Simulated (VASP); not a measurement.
# ZnSn2N2 (P-4m2) in VASP: a series of runs, part 2 of 2

VASP 6.6.1. Earlier steps stand in the parts before.

## Step 3: Relaxation of cell and atoms, PBEsol, target pressure 10 GPa, at which the enthalpy is minimised

Input file INCAR:

```
ALGO = Normal
EDIFF = 1E-6
EDIFFG = -0.01
ENCUT = 600
GGA = PS
IBRION = 2
ISIF = 3
ISMEAR = -1
LASPH = T
LCHARG = F
LREAL = F
LWAVE = F
NELM = 60
NSW = 60
PREC = Accurate
PSTRESS = 100.0
SIGMA = 0.05
```

Input file KPOINTS:

```
k-points
0
Gamma
  8 8 4
```

Input file POSCAR:

```
ZnSn2N2
1.0
    3.3523260000      0.0000000000      0.0000000000
    0.0000000000      3.3523260000      0.0000000000
    0.0000000000      0.0000000000      8.0642090000
Sn Zn N
2 1 2
Direct
    0.5000000000      0.5000000000      0.3058270000
    0.5000000000      0.5000000000      0.6941730000
    0.0000000000      0.0000000000      0.0000000000
    0.0000000000      0.5000000000      0.8541900000
    0.5000000000      0.0000000000      0.1458100000
```

Potentials or basis: VASP PAW PBE potentials, release 64 (Sn_d, Zn, N).

Started as:

```console
cat potpaw_PBE.64/Sn_d/POTCAR potpaw_PBE.64/Zn/POTCAR potpaw_PBE.64/N/POTCAR > POTCAR
mpirun -np 1 vasp_std > vasp.out
```

It took 26 min on 1 thread of Intel Xeon Platinum 8175M at 2.50GHz (Skylake/Cascade Lake), shared host; peak memory 0.33 GiB.

It converged, with:

| Quantity | Value |
| --- | --- |
| Free energy | -26.1830 eV |
| Relaxed volume | 15.51 Å³/atom |
| Relaxed cell | a = 3.183 Å, b = 3.183 Å, c = 7.655 Å, α = 90.00°, β = 90.00°, γ = 90.00° |
| Space group after relaxing (to 0.1 Å) | P-4m2 (No. 115) |
| Energy change on relaxing (the run minimises the enthalpy) | +26.9 meV/atom |
| Ionic steps | 18 |
| Pressure after relaxing | 10.0 GPa |
| Largest force after relaxing | 0.007 eV/Å |
| Band gap on the k mesh | zero (bands 25 and 26 overlap by 2.14 eV) |

Forces in eV/Å, atoms in the order of the input:
```
Sn   0.000  0.000  0.007
Sn   0.000  0.000 -0.007
Zn   0.000  0.000  0.000
N    0.000  0.000 -0.007
N    0.000  0.000  0.007
```

The path:
| step | energy change (eV) | largest force (eV/Å) | pressure (GPa) | volume (Å³) |
| --- | --- | --- | --- | --- |
| 1 | 0.0000 | 0.1389 | -4.30 | 90.63 |
| 2 | 1.2597 | 3.3686 | 32.56 | 71.01 |
| 3 | 0.1195 | 1.3656 | 9.35 | 80.12 |
| 4 | 0.1340 | 1.4086 | 9.91 | 79.88 |
| 5 | 0.1659 | 0.6615 | 10.64 | 77.85 |
| 6 | 0.1606 | 0.6151 | 10.58 | 77.93 |
| 7 | 0.1156 | 0.4422 | 9.41 | 78.15 |
| 8 | 0.0952 | 0.2993 | 8.65 | 78.34 |
| 9 | 0.1853 | 0.3214 | 11.73 | 76.91 |
| 10 | 0.1315 | 0.0051 | 10.15 | 77.64 |
| 11 | 0.1260 | 0.0333 | 9.91 | 77.71 |
| 12 | 0.1234 | 0.0489 | 9.84 | 77.75 |
| 13 | 0.1334 | 0.0205 | 9.95 | 77.58 |
| 14 | 0.1326 | 0.0165 | 9.98 | 77.59 |
| 15 | 0.1319 | 0.0129 | 9.91 | 77.60 |
| 16 | 0.1323 | 0.0143 | 9.95 | 77.60 |
| 17 | 0.1368 | 0.0146 | 10.15 | 77.53 |
| 18 | 0.1345 | 0.0073 | 10.02 | 77.56 |

Final structure:
```xyz
5
Lattice="3.1830 0.0000 0.0000 0.0000 3.1830 0.0000 0.0000 0.0000 7.6554" Properties=species:S:1:pos:R:3 pbc="T T T"
Sn    1.5915    1.5915    2.4405
Sn    1.5915    1.5915    5.2149
Zn    0.0000    0.0000    0.0000
N     0.0000    1.5915    6.5010
N     1.5915    0.0000    1.1544
```

Levels at points of the mesh, in eV from the Fermi level:
```
           k point  band 21  band 22  band 23  band 24  band 25  band 26  band 27  band 28  band 29  band 30
(0.00, 0.00, 0.00)    -2.95    -2.95    -1.13    -1.13     0.39     1.05     3.70     5.70     5.70     7.02
(0.50, 0.00, 0.00)    -4.24    -2.37    -2.01    -0.97    -0.72    -0.08     1.81     5.20     6.44     6.96
(0.50, 0.50, 0.00)    -4.09    -4.09    -3.48    -2.97    -1.75    -1.75     2.64     3.38     4.02     4.02
(0.00, 0.00, 0.50)    -2.90    -1.96    -1.37    -1.21    -1.21     1.91     4.16     5.96     5.96     7.17
(0.50, 0.00, 0.50)    -4.14    -3.44    -2.01    -1.94    -0.97     1.09     2.65     4.55     6.43     6.86
(0.50, 0.50, 0.50)    -4.28    -4.28    -3.50    -2.92    -1.31    -1.31     2.14     2.86     2.86     3.68
```

Caveat: the cell is relaxed towards a set pressure, so the run minimises the enthalpy, not the energy; the PAW data sets were made with another functional, which shifts forces and pressure a little; spin-orbit coupling is left out, which moves the levels of the heavy elements.

## Step 4: Relaxation of cell and atoms, PBEsol, target pressure 20 GPa, at which the enthalpy is minimised

Input file INCAR:

```
SYSTEM = ZnSn2N2
PREC = Accurate ; ENCUT = 600
EDIFF = 1E-6 ; ISMEAR = -1
SIGMA = 0.05 ; LREAL = .FALSE.
LASPH = .TRUE. ; NELM = 60
ALGO = Normal ; ISIF = 3
LWAVE = .FALSE. ; LCHARG = .FALSE.
GGA = PS ; IBRION = 2
NSW = 60 ; EDIFFG = -0.01
PSTRESS = 200.0
```

Input file KPOINTS:

```
Automatic mesh
0
G
  8 8 4
  0 0 0
```

POSCAR is that of step 3.

Started as:

```console
cat potpaw_PBE.64/Sn_d/POTCAR potpaw_PBE.64/Zn/POTCAR potpaw_PBE.64/N/POTCAR > POTCAR
mpirun -np 1 vasp_std > vasp.out
```

It took 31 min on 1 thread of Intel Xeon Platinum 8175M at 2.50GHz (Skylake/Cascade Lake), shared host; peak memory 0.33 GiB.

It converged, with:

- Free energy: -25.7350 eV
- Relaxed volume: 14.54 Å³/atom
- Relaxed cell: a = 3.095 Å, b = 3.095 Å, c = 7.589 Å, α = 90.00°, β = 90.00°, γ = 90.00°
- Space group after relaxing (to 0.1 Å): P-4m2 (No. 115)
- Energy change on relaxing (the run minimises the enthalpy): +116.5 meV/atom
- Ionic steps: 18
- Pressure after relaxing: 20.0 GPa
- Largest force after relaxing: 0.009 eV/Å
- Band gap on the k mesh: zero (bands 25 and 26 overlap by 2.35 eV)

Forces on the atoms (eV/Å):
```
Sn   0.000  0.000  0.003
Sn   0.000  0.000 -0.003
Zn   0.000  0.000  0.000
N    0.000  0.000 -0.009
N    0.000  0.000  0.009
```

The path:
| step | energy change (eV) | largest force (eV/Å) | pressure (GPa) | volume (Å³) |
| --- | --- | --- | --- | --- |
| 1 | 0.0000 | 0.1389 | -4.30 | 90.63 |
| 2 | 5.6810 | 7.5593 | 95.44 | 59.13 |
| 3 | 0.4512 | 2.1033 | 17.70 | 76.12 |
| 4 | 0.5271 | 2.2419 | 19.35 | 75.47 |
| 5 | 0.6725 | 1.2651 | 20.99 | 72.76 |
| 6 | 0.5990 | 0.9081 | 20.39 | 73.25 |
| 7 | 0.5482 | 0.5603 | 19.59 | 73.19 |
| 8 | 0.5399 | 0.3624 | 19.10 | 73.14 |
| 9 | 0.6485 | 0.4704 | 21.99 | 72.26 |
| 10 | 0.5880 | 0.0770 | 20.59 | 72.68 |
| 11 | 0.5450 | 0.0730 | 19.42 | 73.00 |
| 12 | 0.5467 | 0.0732 | 19.48 | 72.99 |
| 13 | 0.5891 | 0.0303 | 20.16 | 72.64 |
| 14 | 0.5797 | 0.0150 | 19.99 | 72.71 |
| 15 | 0.5804 | 0.0117 | 19.97 | 72.71 |
| 16 | 0.5847 | 0.0212 | 20.06 | 72.67 |
| 17 | 0.5814 | 0.0137 | 19.99 | 72.70 |
| 18 | 0.5825 | 0.0089 | 20.05 | 72.69 |

Final structure:
```
CELL_PARAMETERS angstrom
3.09497 0.00000 0.00000
0.00000 3.09497 0.00000
0.00000 0.00000 7.58878
ATOMIC_POSITIONS crystal
Sn 0.50000 0.50000 0.32254
Sn 0.50000 0.50000 0.67746
Zn 0.00000 0.00000 0.00000
N 0.00000 0.50000 0.84798
N 0.50000 0.00000 0.15202
```

Levels at points of the mesh, in eV from the Fermi level:
```csv
k point,band 23,band 24,band 25,band 26,band 27,band 28
"(0.00, 0.00, 0.00)",-1.06,-1.06,0.36,1.25,3.89,5.92
"(0.50, 0.00, 0.00)",-1.94,-0.97,-0.91,0.02,1.65,5.66
"(0.50, 0.50, 0.00)",-3.74,-3.10,-1.99,-1.99,3.13,3.14
"(0.00, 0.00, 0.50)",-1.53,-1.16,-1.16,2.09,4.32,6.20
"(0.50, 0.00, 0.50)",-2.32,-1.94,-0.91,1.23,2.57,4.94
"(0.50, 0.50, 0.50)",-3.75,-3.11,-1.52,-1.52,2.60,2.76
```

Caveat: the cell is relaxed towards a set pressure, so the run minimises the enthalpy, not the energy; the volume moved by over 15 % at a fixed basis, so the end points are rough; the PAW data sets were made with another functional, which shifts forces and pressure a little; spin-orbit coupling is left out, which moves the levels of the heavy elements.

## Step 5: Relaxation of cell and atoms, PBEsol, target pressure 30 GPa, at which the enthalpy is minimised

Input file INCAR:

```
SYSTEM = ZnSn2N2
ALGO = Normal
EDIFF = 1E-6
EDIFFG = -0.01
ENCUT = 600
GGA = PS
IBRION = 2
ISIF = 3
ISMEAR = -1
LASPH = .TRUE.
LCHARG = .FALSE.
LREAL = .FALSE.
LWAVE = .FALSE.
NELM = 80
NSW = 60
PREC = Accurate
PSTRESS = 300.0
SIGMA = 0.05
```

Input file KPOINTS:

```
k-points
0
G
  8 8 4
  0 0 0
```

POSCAR is that of step 4.

Started as:

```console
cat potpaw_PBE.64/Sn_d/POTCAR potpaw_PBE.64/Zn/POTCAR potpaw_PBE.64/N/POTCAR > POTCAR
mpirun -np 1 vasp_std > vasp.out
```

It took 28 min on 1 thread of Intel Xeon Platinum 8175M at 2.50GHz (Skylake/Cascade Lake), shared host; peak memory 0.33 GiB.

It converged, with:

```yaml
Free_energy: -25.1707 eV
Relaxed_volume: 13.81 Å³/atom
Relaxed_cell: a = 3.024 Å, b = 3.024 Å, c = 7.548 Å, α = 90.00°, β = 90.00°, γ = 90.00°
Space_group_after_relaxing_to_0.1_Å: P-4m2 (No. 115)
Energy_change_on_relaxing_the_run_minimises_the_enthalpy: +229.4 meV/atom
Ionic_steps: 16
Pressure_after_relaxing: 30.0 GPa
Largest_force_after_relaxing: 0.004 eV/Å
Band_gap_on_the_k_mesh: zero (bands 25 and 26 overlap by 2.49 eV)
```

Forces on the atoms (eV/Å):
```
Sn   0.000  0.000  0.003
Sn   0.000  0.000 -0.003
Zn   0.000  0.000  0.000
N    0.000  0.000 -0.004
N    0.000  0.000  0.004
```

The path:
| step | energy change (eV) | largest force (eV/Å) | pressure (GPa) | volume (Å³) |
| --- | --- | --- | --- | --- |
| 1 | 0.0000 | 0.1389 | -4.30 | 90.63 |
| 2 | 15.4967 | 14.0857 | 222.02 | 48.66 |
| 3 | 0.7538 | 2.5990 | 23.89 | 73.75 |
| 4 | 0.9597 | 2.9029 | 27.60 | 72.47 |
| 5 | 1.0923 | 3.0862 | 29.89 | 71.74 |
| 6 | 1.4772 | 2.0313 | 33.39 | 68.39 |
| 7 | 1.2062 | 1.1088 | 31.46 | 69.43 |
| 8 | 0.9881 | 0.6536 | 27.68 | 70.14 |
| 9 | 0.9259 | 0.4746 | 26.26 | 70.43 |
| 10 | 1.2465 | 0.5366 | 32.39 | 68.61 |
| 11 | 1.1179 | 0.1604 | 30.15 | 69.25 |
| 12 | 1.1307 | 0.0876 | 30.05 | 69.14 |
| 13 | 1.1468 | 0.0368 | 30.00 | 69.04 |
| 14 | 1.1482 | 0.0367 | 30.02 | 69.03 |
| 15 | 1.1457 | 0.0281 | 29.89 | 69.05 |
| 16 | 1.1468 | 0.0037 | 29.96 | 69.04 |

Final structure:
```yaml
crystal:
  lattice:
    - [3.02440, 0.00000, 0.00000]
    - [0.00000, 3.02440, 0.00000]
    - [0.00000, 0.00000, 7.54784]
  atoms:
    - { symbol: Sn, position: [0.50000, 0.50000, 0.32525] }
    - { symbol: Sn, position: [0.50000, 0.50000, 0.67475] }
    - { symbol: Zn, position: [0.00000, 0.00000, 0.00000] }
    - { symbol: N, position: [0.00000, 0.50000, 0.84710] }
    - { symbol: N, position: [0.50000, 0.00000, 0.15290] }
```

Levels at points of the mesh, in eV from the Fermi level:
```csv
k point,band 21,band 22,band 23,band 24,band 25,band 26,band 27,band 28,band 29,band 30
"(0.00, 0.00, 0.00)",-2.95,-2.95,-0.99,-0.99,0.32,1.45,4.07,6.14,6.14,8.07
"(0.50, 0.00, 0.00)",-4.86,-2.66,-1.86,-1.18,-0.84,0.09,1.50,6.06,7.03,7.98
"(0.50, 0.50, 0.00)",-4.39,-4.39,-3.93,-3.17,-2.17,-2.17,2.94,3.58,3.89,3.89
"(0.00, 0.00, 0.50)",-2.89,-1.90,-1.67,-1.09,-1.09,2.27,4.45,6.44,6.44,8.02
"(0.50, 0.00, 0.50)",-4.48,-3.91,-2.63,-1.86,-0.84,1.34,2.48,5.27,6.95,7.87
"(0.50, 0.50, 0.50)",-4.64,-4.64,-3.95,-3.21,-1.67,-1.67,2.70,2.70,3.01,3.22
```

Caveat: the cell is relaxed towards a set pressure, so the run minimises the enthalpy, not the energy; the volume moved by over 15 % at a fixed basis, so the end points are rough; the PAW data sets were made with another functional, which shifts forces and pressure a little; spin-orbit coupling is left out, which moves the levels of the heavy elements.

## Step 6: Summary

| cell | gap on the mesh (eV) | pressure (GPa) | largest force (eV/Å) |
| --- | --- | --- | --- |
| relaxed to 5 GPa | none | 5.0 | - |
| relaxed to 10 GPa | none | 10.0 | 0.01 |
| relaxed to 20 GPa | none | 20.0 | 0.01 |
| relaxed to 30 GPa | none | 30.0 | - |

Alike in all rows: task relaxation of cell and atoms; level PBEsol; potentials or basis VASP PAW PBE potentials, release 64 (Sn_d, Zn, N); no spin polarisation; k mesh 8 × 8 × 4; cutoff (eV) 600; smearing fermi-dirac 0.05 eV.

Caveats: the cell is relaxed towards a set pressure, so the run minimises the enthalpy, not the energy; the PAW data sets were made with another functional, which shifts forces and pressure a little; spin-orbit coupling is left out, which moves the levels of the heavy elements; the volume moved by over 15 % at a fixed basis, so the end points are rough (at least some runs).

Total energies depend on the potentials used, so only differences within one code and one set of settings carry meaning.
